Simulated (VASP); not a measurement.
# Hf in VASP: a series of runs, part 2 of 2

VASP 6.6.1. The steps go on from the part before.

## (3) Single point, PBEsol

INCAR reads:

```
SYSTEM = Hf
PREC     = Accurate       ! precision mode
ENCUT    = 520            ! plane-wave cutoff, eV
EDIFF    = 1E-7           ! SCF threshold, eV
ISMEAR   = -1             ! smearing method
SIGMA    = 0.05           ! smearing width, eV
LREAL    = .FALSE.        ! projectors in reciprocal space
LASPH    = .TRUE.         ! aspherical terms in the spheres
NELM     = 100            ! most SCF steps
ALGO     = Normal         ! electronic algorithm
ISIF     = 2              ! what is computed and relaxed
LWAVE    = .FALSE.        ! write WAVECAR
LCHARG   = .FALSE.        ! write CHGCAR
GGA      = PS             ! functional
NBANDS   = 11             ! bands
```

KPOINTS reads:

```
Automatic mesh
0
G
  9 9 9
  0 0 0
```

POSCAR reads:

```
Hf
1.0
    0.0444000000      2.2200000000      2.2200000000
    2.2200000000      0.0444000000      2.2200000000
    2.2644000000      2.2644000000      0.0000000000
Hf
1
Direct
    0.0000000000      0.0000000000      0.0000000000
```

Potentials or basis: VASP PAW PBE potentials, release 64 (Hf_pv).

Launch:

```bash
cat potpaw_PBE.64/Hf_pv/POTCAR > POTCAR
mpirun -np 1 vasp_std > vasp.out
```

OUTCAR:

```text
SYSTEM = Hf
   PREC = Accurate
   ENCUT = 520
   EDIFF = 1E-7
   ISMEAR = -1
   LREAL = .FALSE.
   LASPH = .TRUE.
   NELM = 100
   ISIF = 2
   GGA = PS

 ion  position               nearest neighbor table
   1  0.000  0.000  0.000-

  LATTYP: Found a body centered orthorhombic cell.
 ALAT       =     3.0767630263
 B/A-ratio  =     1.0408163265
 C/A-ratio  =     1.4430750636

  Lattice vectors:

 A1 = (   2.2200000000,   0.0444000000,  -2.2200000000)
 A2 = (  -2.2200000000,  -0.0444000000,  -2.2200000000)
 A3 = (   0.0444000000,   2.2200000000,   2.2200000000)

[... 505 lines left out ...]
      4       1.3969      2.00000
      5       2.5891      2.00000
      6       7.0347      0.00000
      7      11.1275      0.00000
      8      11.1877      0.00000
      9      11.3558      0.00000
     10      15.0833      0.00000
     11      16.0275      0.00000

 [... further k-points ...]
[... 5 lines left out ...]
  --------------------------------------------------------------------------------------
  -------------------------------------------------------------------------------------
  Total       -0.1685658     -0.1685658     -0.2026208     -0.3156029      0.0000000      0.0000000
  in kB      -12.3470975    -12.3470975    -14.8415580    -23.1172642      0.0000000      0.0000000
  external PRESSURE =     -13.1785843 kB  Pullay stress =       0.0000000 kB

 VOLUME and BASIS-vectors are now :
 -----------------------------------------------------------------------------
  energy-cutoff  :      520.00
  volume of cell :       21.87
      direct lattice vectors                 reciprocal lattice vectors
     0.044400000  2.220000000  2.220000000    -0.229821658  0.229821658  0.225225225
     2.220000000  0.044400000  2.220000000     0.229821658 -0.229821658  0.225225225
     2.264400000  2.264400000  0.000000000     0.220809044  0.220809044 -0.225225225

 POSITION                                       TOTAL-FORCE (eV/Angst)
 -----------------------------------------------------------------------------------
      0.00000      0.00000      0.00000        -0.000000      0.000000     -0.000000
 -----------------------------------------------------------------------------------
    total drift:                               -0.000000     -0.000000      0.000000

  FREE ENERGIE OF THE ION-ELECTRON SYSTEM (eV)
  ---------------------------------------------------
  free  energy   TOTEN  =       -10.4263987406 eV

  energy  without entropy=      -10.4105141726  energy(sigma->0) =      -10.41845646
```

OSZICAR:

```text
N       E                     dE             d eps       ncg     rms          rms(c)
DAV:   1     0.127790107480E+02    0.12779E+02   -0.57177E+03  2766   0.845E+02
DAV:   2    -0.103435702048E+02   -0.23123E+02   -0.22368E+02  3458   0.156E+02
DAV:   3    -0.107910960173E+02   -0.44753E+00   -0.44402E+00  3464   0.150E+01
DAV:   4    -0.107927204133E+02   -0.16244E-02   -0.16241E-02  3182   0.111E+00
DAV:   5    -0.107927287323E+02   -0.83190E-05   -0.83187E-05  3532   0.694E-02    0.472E+01
DAV:   6    -0.105228427511E+02    0.26989E+00   -0.21811E-01  3131   0.342E+00    0.281E+01
DAV:   7    -0.104309356783E+02    0.91907E-01   -0.33613E-01  3245   0.410E+00    0.126E+00
DAV:   8    -0.104263486976E+02    0.45870E-02   -0.27144E-02  3047   0.113E+00    0.328E-01
DAV:   9    -0.104264006028E+02   -0.51905E-04   -0.52621E-04  3278   0.177E-01    0.490E-02
DAV:  10    -0.104263994040E+02    0.11988E-05   -0.29382E-05  3089   0.399E-02    0.492E-02
DAV:  11    -0.104263986970E+02    0.70694E-06   -0.48663E-06  3256   0.165E-02    0.338E-03
DAV:  12    -0.104263987406E+02   -0.43580E-07   -0.67087E-08  2369   0.243E-03
   1 F= -.10426399E+02 E0= -.10418456E+02  d E =-.158846E-01
```

stdout:

```text
POSCAR found type information on POSCAR Hf
 POSCAR found :  1 types and       1 ions
 scaLAPACK will be used
 -----------------------------------------------------------------------------
|                                                                             |
|                                                                             |
|     You enforced a specific xc type in the INCAR file but a different       |
|     I HOPE YOU KNOW WHAT YOU ARE DOING!                                     |
|                                                                             |
 -----------------------------------------------------------------------------

 LDA part: xc-table for (Slater+PW92), standard interpolation
 POSCAR, INCAR and KPOINTS ok, starting setup
 FFT: planning ... GRIDC
 FFT: planning ... GRID_SOFT
 FFT: planning ... GRID
 WAVECAR not read
 entering main loop
```

It took 51 s on 1 thread of AMD EPYC 7R13, shared host; peak memory 0.13 GiB.

What came out:

- Free energy: -10.4264 eV
- Pressure: -1.3 GPa
- Band gap on the k mesh: zero (band 5 reaches 5.86 eV, above the bottom of band 6 at 4.15 eV)

Stress tensor (GPa, compression positive):
```
-1.23 -2.31  0.00
-2.31 -1.23  0.00
 0.00  0.00 -1.48
```

Caveat: the PAW data sets were made with another functional, which shifts forces and pressure a little; spin-orbit coupling is left out, which moves the levels of the heavy elements.

## (4) Single point, PBEsol, non-collinear spin, zero start, spin-orbit coupling

INCAR reads:

```
SYSTEM = Hf
  ALGO = Normal
  EDIFF = 1E-6
  ENCUT = 520
  GGA = PS
  GGA_COMPAT = .False.
  ISIF = 2
  ISMEAR = -1
  LASPH = .True.
  LCHARG = .False.
  LMAXMIX = 4
  LORBIT = 11
  LORBMOM = .True.
  LREAL = .False.
  LSORBIT = .True.
  LWAVE = .False.
  MAGMOM = 0 0 0
  NBANDS = 21
  NELM = 150
  PREC = Accurate
  SIGMA = 0.05
```

KPOINTS reads:

```
k-points
0
Gamma
  10 10 10
  0 0 0
```

POSCAR reads:

```
Hf
1.0
    0.0000000000      2.2200000000      2.2200000000
    2.2200000000      0.0000000000      2.2200000000
    2.2200000000      2.2200000000      0.0000000000
Hf
1
Direct
    0.0000000000      0.0000000000      0.0000000000
```

Launch:

```bash
cat potpaw_PBE.64/Hf_pv/POTCAR > POTCAR
mpirun -np 1 vasp_ncl > vasp.out
```

Wall time 71 s (1 thread of AMD EPYC 7R13, shared host); peak memory 0.18 GiB.

Results (log left out):

| Item | Value |
| --- | --- |
| Free energy | -11.1282 eV |
| Pressure | -2.5 GPa |
| Net moment | 0.00 μB per cell |
| Valence electrons inside the program's atomic spheres | Hf 8.44 |

Moments on the atoms (μB; x, y, z):
```
Hf  0.00 0.00 0.00
```

Caveat: the PAW data sets were made with another functional, which shifts forces and pressure a little.

## (5) Summary

```tsv
spin	cell	k mesh	gap on the mesh (eV)	pressure (GPa)
off	a = 3.140, b = 3.140, c = 3.171 Å, angles 59.7, 59.7, 59.3°, 1 atom	9 × 9 × 9	none	-1.3
off	a = 3.140, b = 3.140, c = 3.202 Å, angles 59.3, 59.3, 58.7°, 1 atom	9 × 9 × 9	none	-1.3
non-collinear, zero start, SOC	a = 3.140 Å, angles 60.0°, 1 atom	10 × 10 × 10	-	-2.5
```

Alike in all rows: task single point; level PBEsol; potentials or basis VASP PAW PBE potentials, release 64 (Hf_pv); cutoff (eV) 520; smearing fermi-dirac 0.05 eV.

Caveats: the PAW data sets were made with another functional, which shifts forces and pressure a little; spin-orbit coupling is left out, which moves the levels of the heavy elements (some runs).

Absolute energies hang on the potentials; compare differences alone.
